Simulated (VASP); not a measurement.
# Al30Si (a cell with a defect) in VASP: single point with r2SCAN

Aim: the single point of Al30Si (a cell with a defect) with r2SCAN.

Program: VASP 6.6.1. These are calculated values, not measurements. Logs are shortened: lines on timing, memory, paths and dates and some standing lists are left out, and cuts for length are marked.

## Step 1: The cell of the first run

The cell holds a defect, 31 atoms: a = 8.100 Å, b = 8.100 Å, c = 8.100 Å, α = 90.00°, β = 90.00°, γ = 90.00°.

## Step 2: Single point, r2SCAN

Input file POSCAR:

```
Al30Si
1.0
    8.1000000000      0.0000000000      0.0000000000
    0.0000000000      8.1000000000      0.0000000000
    0.0000000000      0.0000000000      8.1000000000
Al Si
30 1
Direct
    0.5026624691     -0.0010283951      0.0050818519
    0.7460051852      0.2486227160      0.0044475309
   -0.0031744444     -0.0010119753      0.0026783951
    0.2508655556      0.2493641975      0.0007206173
    0.5005849383      0.4989814815      0.0006618519
    0.7460170370      0.7493409877      0.0044988889
    0.2522449383     -0.0010479012      0.2484067901
    0.5030122222      0.2474012346      0.2468271605
    0.7476227160      0.4989344444      0.2479596296
    0.5020874074     -0.0010392593      0.4960219753
    0.7494846914      0.2475733333      0.4976979012
    0.7448223457     -0.0010576543      0.7558892593
   -0.0013509877      0.4989704938     -0.0007582716
    0.2508692593      0.7485724691      0.0007556790
    0.0018285185      0.2553711111      0.2472367901
    0.2561448148      0.4989502469      0.2460424691
    0.5030537037      0.7505665432      0.2468430864
    0.2517386420      0.2514249383      0.4994533333
    0.5017353086      0.4989598765      0.4994161728
    0.7495149383      0.7502888889      0.4977093827
    0.2517058025     -0.0010683951      0.7514530864
    0.5006009877      0.2508309877      0.7508492593
    0.7464428395      0.4989528395      0.7523991358
    0.0018512346      0.7425123457      0.2473002469
   -0.0029090123      0.4989286420      0.4986337037
    0.2517460494      0.7464581481      0.4994528395
   -0.0019280247      0.2494055556      0.7527517284
    0.2487870370      0.4989790123      0.7510741975
    0.5006040741      0.7470872840      0.7508762963
   -0.0019283951      0.7484944444      0.7527729630
    0.7837528395     -0.0010712346      0.2671539506
```

Input file INCAR.step1:

```
PREC = Accurate
ENCUT = 520
ISMEAR = -1
SIGMA = 0.1
LREAL = Auto
LASPH = True
NELM = 80
NBANDS = 68
GGA = PE
ALGO = Normal
EDIFF = 1E-4
LWAVE = True
LCHARG = False
```

Input file INCAR.step2:

```
PREC = Accurate
ENCUT = 520
EDIFF = 1E-7
ISMEAR = -1
SIGMA = 0.1
LREAL = Auto
LASPH = True
NELM = 80
ALGO = Normal
ISIF = 2
LWAVE = False
LCHARG = False
METAGGA = R2SCAN
LMIXTAU = True
NBANDS = 68
ISTART = 1
```

Input file KPOINTS:

```
Automatic mesh
0
Gamma
  2 2 2
```

Potentials or basis: VASP PAW PBE potentials, release 64 (Al, Si).

The run is started by

```bash
$ cat potpaw_PBE.64/Al/POTCAR potpaw_PBE.64/Si/POTCAR > POTCAR
$ cp INCAR.step1 INCAR
$ mpirun -np 1 vasp_std > vasp.out
$ cp INCAR.step2 INCAR
$ mpirun -np 1 vasp_std > vasp.out
```

OUTCAR:

```text
PREC = Accurate
   ENCUT = 520
   EDIFF = 1E-7
   ISMEAR = -1
   LREAL = Auto
   LASPH = True
   NELM = 80
   ISIF = 2
   METAGGA = R2SCAN
   ISTART = 1

 ion  position               nearest neighbor table
   1  0.503  0.999  0.005-  17 2.81   8 2.81  12 2.81   6 2.82   2 2.82   7 2.83   4 2.88  14 2.88
                            21 2.89  29 2.90  22 2.90  31 3.11
   2  0.746  0.249  0.004-   8 2.78   1 2.82   9 2.83   5 2.84  12 2.85  15 2.86  22 2.86   3 2.87
                            23 2.88  13 2.88  27 2.89  31 2.95
   3  0.997  0.999  0.003-  31 2.75  12 2.86  27 2.87  30 2.87   2 2.87   6 2.87  15 2.87   7 2.87
                            24 2.87   4 2.89  14 2.89  21 2.90
   4  0.251  0.249  0.001-  16 2.84  15 2.84   7 2.85   8 2.85  28 2.86   5 2.86  22 2.86  21 2.86
                            27 2.87  13 2.87   1 2.88   3 2.89
   5  0.501  0.499  0.001-  16 2.81  23 2.83   9 2.83   2 2.84   6 2.84   8 2.85  17 2.85  29 2.85
                            22 2.85  14 2.86   4 2.86  28 2.87
   6  0.746  0.749  0.004-  17 2.78   1 2.82   9 2.83   5 2.84  12 2.85  24 2.86  29 2.86   3 2.87
                            23 2.88  13 2.88  30 2.89  31 2.95
   7  0.252  0.999  0.248-   1 2.83  10 2.85  14 2.85   4 2.85  17 2.86   8 2.86   3 2.87  18 2.88
                            26 2.88  24 2.90  15 2.90
   8  0.503  0.247  0.247-   2 2.78   1 2.81   9 2.84  11 2.85  10 2.85   5 2.85   4 2.85  16 2.85
                             7 2.86  18 2.89  19 2.89  31 3.04
   9  0.748  0.499  0.248-   2 2.83   6 2.83   5 2.83   8 2.84  17 2.84  19 2.85  15 2.85  24 2.85
[... 31 lines left out ...]
  25  0.997  0.499  0.499-  24 2.84  15 2.84  20 2.86  11 2.86   9 2.86  18 2.88  26 2.88  27 2.88
                            30 2.89  28 2.89  23 2.89  16 2.93
  26  0.252  0.746  0.499-  19 2.85  28 2.86  29 2.87  16 2.87  24 2.88  25 2.88  10 2.88   7 2.88
                            17 2.89  21 2.89  30 2.90
  27  0.998  0.249  0.753-  13 2.84  28 2.87   3 2.87   4 2.87  23 2.87  25 2.88  11 2.88  12 2.89
                             2 2.89  21 2.89  18 2.90
  28  0.249  0.499  0.751-  13 2.85  26 2.86  18 2.86   4 2.86  14 2.86  29 2.86  22 2.86  30 2.87
                            27 2.87   5 2.87  25 2.89  19 2.89
  29  0.501  0.747  0.751-  23 2.83  12 2.84   5 2.85   6 2.86  19 2.86  14 2.86  28 2.86  26 2.87
                            21 2.87  20 2.88   1 2.90  10 2.90
  30  0.998  0.748  0.753-  13 2.84  28 2.87   3 2.87  14 2.87  23 2.87  20 2.88  12 2.89  25 2.89
                             6 2.89  21 2.89  26 2.90
  31  0.784  0.999  0.267-  24 2.73  15 2.73   3 2.75  11 2.76  20 2.76  10 2.94   6 2.95   2 2.95
                            17 3.04   8 3.04   1 3.11

  LATTYP: Found a simple cubic cell.
 ALAT       =     8.1000000000

  Lattice vectors:

 A1 = (   8.1000000000,   0.0000000000,   0.0000000000)
 A2 = (   0.0000000000,   8.1000000000,   0.0000000000)
 A3 = (   0.0000000000,   0.0000000000,   8.1000000000)

Analysis of symmetry for initial positions (statically):
=====================================================================
 Subroutine PRICEL returns:
 Original cell was already a primitive cell.

 Routine SETGRP: Setting up the symmetry group for a
 simple cubic supercell.

 Subroutine GETGRP returns: Found  1 space group operations
 (whereof  1 operations were pure point group operations)
 out of a pool of 48 trial point group operations.

The static configuration has the point symmetry C_1 .

Analysis of symmetry for dynamics (positions and initial velocities):
=====================================================================
 Subroutine PRICEL returns:
 Original cell was already a primitive cell.

 Routine SETGRP: Setting up the symmetry group for a
 simple cubic supercell.

 Subroutine GETGRP returns: Found  1 space group operations
 (whereof  1 operations were pure point group operations)
 out of a pool of 48 trial point group operations.

The dynamic configuration has the point symmetry C_1 .

 Subroutine INISYM returns: Found  1 space group operations
 (whereof  1 operations are pure point group operations),
 and found     1 'primitive' translations

----------------------------------------------------------------------------------------

                                     Primitive cell

  volume of cell :     531.4410

  direct lattice vectors                    reciprocal lattice vectors
     8.100000000  0.000000000  0.000000000     0.123456790  0.000000000  0.000000000
     0.000000000  8.100000000  0.000000000     0.000000000  0.123456790  0.000000000
[... 76 lines left out ...]
Automatic generation of k-mesh.
 Grid dimensions read from file:
 generate k-points for:    2    2    2

 Generating k-lattice:

  Cartesian coordinates                     Fractional coordinates (reciprocal lattice)
     0.061728395  0.000000000  0.000000000     0.500000000  0.000000000  0.000000000
     0.000000000  0.061728395  0.000000000     0.000000000  0.500000000  0.000000000
     0.000000000  0.000000000  0.061728395     0.000000000  0.000000000  0.500000000

  Length of vectors
     0.061728395  0.061728395  0.061728395

  Shift w.r.t. Gamma in fractional coordinates (k-lattice)
     0.000000000  0.000000000  0.000000000

 Subroutine IBZKPT returns following result:
 ===========================================

 Found      8 irreducible k-points:

 Following reciprocal coordinates:
            Coordinates               Weight
  0.000000  0.000000  0.000000      1.000000
  0.500000  0.000000  0.000000      1.000000
  0.000000  0.500000  0.000000      1.000000
  0.000000  0.000000  0.500000      1.000000
  0.500000  0.500000  0.000000      1.000000
  0.000000  0.500000  0.500000      1.000000
  0.500000  0.000000  0.500000      1.000000
  0.500000  0.500000  0.500000      1.000000
   k-points           NKPTS =      8   k-points in BZ     NKDIM =      8   number of bands    NBANDS=     68
   number of dos      NEDOS =    301   number of ions     NIONS =     31
   total plane-waves  NPLWV = 216000
   dimension x,y,z NGX =    60 NGY =   60 NGZ =   60
   dimension x,y,z NGXF=   120 NGYF=  120 NGZF=  120
   ions per type =              30   1
   NGX,Y,Z   is equivalent  to a cutoff of  12.31, 12.31, 12.31 a.u.
   NGXF,Y,Z  is equivalent  to a cutoff of  24.63, 24.63, 24.63 a.u.
 SYSTEM =  unknown system
   PREC   = accura    normal or accurate (medium, high low for compatibility)
   ISTART =      1    job   : 0-new  1-cont  2-samecut
   ICHARG =      0    charge: 1-file 2-atom 10-const
   ISPIN  =      1    spin polarized calculation?
   LNONCOLLINEAR =      F non collinear calculations
   LSORBIT =      F    spin-orbit coupling
   LASPH  =      T    aspherical Exc in radial PAW
   ENCUT  =  520.0 eV  38.22 Ry    6.18 a.u.  15.06 15.06 15.06*2*pi/ulx,y,z
   NELM   =     80;   NELMIN=  2; NELMDL=  0     # of ELM steps
   EDIFF  = 0.1E-06   stopping-criterion for ELM
   LREAL  =      T    real-space projection
   EDIFFG = 0.1E-05   stopping-criterion for IOM
   NSW    =      0    number of steps for IOM
   IBRION =     -1    ionic relax: 0-MD 1-quasi-New 2-CG
   NFREE  =      0    steps in history (QN), initial steepest desc. (CG)
   ISIF   =      2    stress and relaxation
   ISYM   =      2    0-nonsym 1-usesym 2-fastsym
   POTIM  = 0.5000    time-step for ionic-motion
   TEBEG  =    0.0;   TEEND  =   0.0 temperature during run
   PSTRESS=    0.0 pullay stress
   NELECT =      94.0000    total number of electrons
   NUPDOWN=      -1.0000    fix difference up-down
   EMIN   =  10.00;   EMAX   =-10.00  energy-range for DOS
   EFERMI =   0.00;   METHOD = LEGACY
   ISMEAR =    -1;   SIGMA  =   0.10  broadening in eV -4-tet -1-fermi 0-gaus
   EFERMI_NEDOS =   21; number of points for ismear=-14 and -15
   IALGO  =     38    algorithm
   IMIX   =      4    mixing-type and parameters
     AMIX     =   0.40;   BMIX     =  1.00
     AMIX_MAG =   1.60;   BMIX_MAG =  1.00
  volume/ion in A,a.u.               =      17.14       115.69
  Fermi-wavevector in a.u.,A,eV,Ry     =   0.918965  1.736593 11.490081  0.844497
  Thomas-Fermi vector in A             =   2.044106
   LORBIT       =      0    0 simple, 1 ext, 2 COOP (PROOUT), +10 PAW based schemes
   METAGGA = R2SCAN    functional components
   LHFCALC =     F    Hartree Fock is set to
   AEXX    =    0.0000 exact exchange contribution
   IVDW    =     0    specifies the selected vdW correction
   LEPSILON=     F    determine dielectric tensor
   LRPA    =     F    only Hartree local field effects (RPA)
 non-spin polarized calculation
  energy-cutoff  :      520.00
  volume of cell :      531.44
 maximum number of plane-waves:     14400
   NGX = 31   NGY = 31   NGZ = 31

 number of electron      94.0000001 magnetization

 Free energy of the ion-electron system (eV)
  ---------------------------------------------------
  ext. energy  EPLUGINS =         0.00000000
  ---------------------------------------------------
  free energy    TOTEN  =      -208.93977293 eV

  energy without entropy =     -208.43922665  energy(sigma->0) =     -208.68949979

 E-fermi :   7.3158     XC(G=0): -10.7246

 val. band max:        7.2920910445   @ k =   0.5000   0.5000   0.5000
 cond. band min:       7.3489872550   @ k =   0.5000   0.5000   0.0000
 fundamental gap:      0.0568962105
 Fermi energy:         7.3158387530

 k-point     1 :       0.0000    0.0000    0.0000
  band No.  band energies     occupation
      1      -4.1513      2.00000
      2      -2.2749      2.00000
      3      -1.8033      2.00000
      4      -1.7524      2.00000
      5      -1.7286      2.00000
      6      -1.6908      2.00000
[... 485 lines left out ...]
     58      10.9085      0.00000
     59      10.9635      0.00000
 [bands above 59 left out]

------------------------ aborting loop because EDIFF is reached ----------------------------------------

  FORCE on cell =-STRESS in cart. coord.  units (eV):
  Direction    XX          YY          ZZ          XY          YZ          ZX
  --------------------------------------------------------------------------------------
  -------------------------------------------------------------------------------------
  Total      -14.1483227    -15.4204216    -13.8030171     -0.0033080     -0.0063736      0.1509581
  in kB      -42.6540705    -46.4891680    -41.6130504     -0.0099729     -0.0192149      0.4551054
  external PRESSURE =     -43.5854297 kB  Pullay stress =       0.0000000 kB

 VOLUME and BASIS-vectors are now :
 -----------------------------------------------------------------------------
  energy-cutoff  :      520.00
  volume of cell :      531.44
      direct lattice vectors                 reciprocal lattice vectors
     8.100000000  0.000000000  0.000000000     0.123456790  0.000000000  0.000000000
     0.000000000  8.100000000  0.000000000     0.000000000  0.123456790  0.000000000
     0.000000000  0.000000000  8.100000000     0.000000000  0.000000000  0.123456790

 POSITION                                       TOTAL-FORCE (eV/Angst)
 -----------------------------------------------------------------------------------
      4.07157      8.09167      0.04116         0.065545      0.002005      0.035167
      6.04264      2.01384      0.03603         0.014751     -0.022923      0.011370
      8.07429      8.09180      0.02170         0.023886     -0.000391      0.009897
      2.03201      2.01985      0.00584         0.027515     -0.005780      0.026090
      4.05474      4.04175      0.00536         0.032389     -0.003441      0.026107
      6.04274      6.06966      0.03644         0.013837      0.025196      0.011303
[... 23 lines left out ...]
      8.08438      6.06280      6.09746        -0.006991      0.005111      0.014266
      6.34840      8.09132      2.16395        -0.495517      0.004619     -0.277228
 -----------------------------------------------------------------------------------
    total drift:                                0.006837     -0.029868     -0.000965

  FREE ENERGIE OF THE ION-ELECTRON SYSTEM (eV)
  ---------------------------------------------------
  free  energy   TOTEN  =      -208.9397729285 eV

  energy  without entropy=     -208.4392266523  energy(sigma->0) =     -208.68949979
```

Run time: 47 min. Hardware: 1 thread of Oxide Virtual Turin-like, shared host; peak memory 0.6 GiB.

What came out:

```
Free energy            : -208.9398 eV
Pressure               : -4.4 GPa
Largest force          : 0.568 eV/Å
Band gap on the k mesh : zero (bands 47 and 48 overlap by 0.87 eV)
```

Forces in eV/Å, atoms in the order of the input:
```
Al   0.066  0.002  0.035
Al   0.015 -0.023  0.011
Al   0.024  0.000  0.010
Al   0.028 -0.006  0.026
Al   0.032 -0.003  0.026
Al   0.014  0.025  0.011
Al   0.081 -0.002 -0.030
Al   0.038 -0.008  0.007
Al  -0.001  0.000 -0.007
Al   0.036  0.000  0.013
Al   0.000 -0.007 -0.008
Al   0.007  0.004  0.002
Al   0.002 -0.003  0.043
Al   0.027 -0.001  0.025
Al  -0.037 -0.093  0.015
Al  -0.012  0.002  0.002
Al   0.039  0.008  0.005
Al   0.024 -0.021 -0.016
Al   0.027 -0.002 -0.006
Al   0.001  0.007 -0.008
Al   0.041  0.000  0.026
Al   0.028 -0.015  0.023
Al   0.006  0.002  0.022
Al  -0.038  0.097  0.015
Al   0.003 -0.001 -0.008
Al   0.024  0.024 -0.015
Al  -0.008 -0.006  0.016
Al   0.012 -0.004  0.008
Al   0.025  0.015  0.019
Al  -0.007  0.005  0.014
Si  -0.496  0.005 -0.277
```

Levels at points of the mesh, in eV from the Fermi level:
| k point | band 44 | band 45 | band 46 | band 47 | band 48 | band 49 | band 50 | band 51 |
| --- | --- | --- | --- | --- | --- | --- | --- | --- |
| (0.00, 0.00, 0.00) | -0.21 | -0.20 | 0.34 | 0.45 | 0.54 | 0.55 | 0.60 | 0.64 |
| (0.50, 0.00, 0.00) | -0.30 | -0.18 | -0.09 | -0.07 | -0.06 | -0.04 | 0.20 | 0.36 |
| (0.00, 0.50, 0.00) | -0.38 | -0.19 | -0.11 | -0.09 | -0.07 | -0.04 | 0.09 | 0.50 |
| (0.00, 0.00, 0.50) | -0.35 | -0.18 | -0.10 | -0.09 | -0.07 | -0.04 | 0.21 | 0.41 |
| (0.50, 0.50, 0.00) | -0.89 | -0.15 | 0.03 | 0.05 | 0.65 | 1.07 | 1.08 | 1.16 |
| (0.00, 0.50, 0.50) | -0.87 | -0.21 | 0.03 | 0.06 | 0.63 | 1.08 | 1.09 | 1.16 |
| (0.50, 0.00, 0.50) | -0.93 | -0.23 | 0.05 | 0.07 | 0.67 | 1.19 | 1.22 | 1.27 |
| (0.50, 0.50, 0.50) | -0.48 | -0.47 | -0.45 | -0.44 | -0.42 | -0.38 | -0.28 | -0.15 |

Caveat: the k points lie up to 0.39 Å⁻¹ apart, too coarse for converged energies and pressures of a metal; the PAW data sets were made with another functional, which shifts forces and pressure a little.

The gap in the log of VASP goes by the Fermi energy; the results here count the filled bands.